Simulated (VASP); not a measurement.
Input of a VASP 6.6.1 run:

File INCAR:

```
PREC = Accurate ; ENCUT = 520
EDIFF = 1E-7 ; ISMEAR = 0
SIGMA = 0.1 ; LREAL = False
LASPH = True ; NELM = 60
ALGO = Fast ; ISIF = 2
LWAVE = False ; LCHARG = False
GGA = PE ; NBANDS = 39
```

Contents of KPOINTS:

```
regular mesh
0
Gamma
  12 12 6
```

Contents of POSCAR:

```
Sn3TeO2
1.0
    5.2088309482      0.0000000000      0.0000000000
   -2.6044154741      4.5109799252      0.0000000000
    0.0000000000      0.0000000000      6.3319638085
Sn Te O
3 1 2
Direct
    0.0000000000      0.0000000000      0.5000000000
    0.3333333333      0.6666666667      0.0000000000
    0.3333333333      0.6666666667      0.5000000000
    0.0000000000      0.0000000000      0.0000000000
    0.6666666667      0.3333333333      0.3934744634
    0.6666666667      0.3333333333      0.6065255366
```

Potentials or basis: VASP PAW PBE potentials, release 64 (Sn_d, Te, O).

Command:

```sh
$ cat potpaw_PBE.64/Sn_d/POTCAR potpaw_PBE.64/Te/POTCAR potpaw_PBE.64/O/POTCAR > POTCAR
$ mpirun -np 1 vasp_std > vasp.out
```

Problem. Estimate the largest force.

Solution. 0.420 eV/Å.

Problem. What does it give for the pressure?

Solution. 0.1 GPa.

Problem. Predict the band gap on the k mesh.

Solution. Zero (bands 30 and 31 overlap by 0.57 eV).

Stress tensor (GPa, compression positive):
```
-0.08  0.00  0.00
 0.00 -0.08  0.00
 0.00  0.00  0.52
```

Caveat: semilocal functionals underestimate gaps, and a narrow one can read as zero; spin-orbit coupling is left out, which moves the levels of the heavy elements.
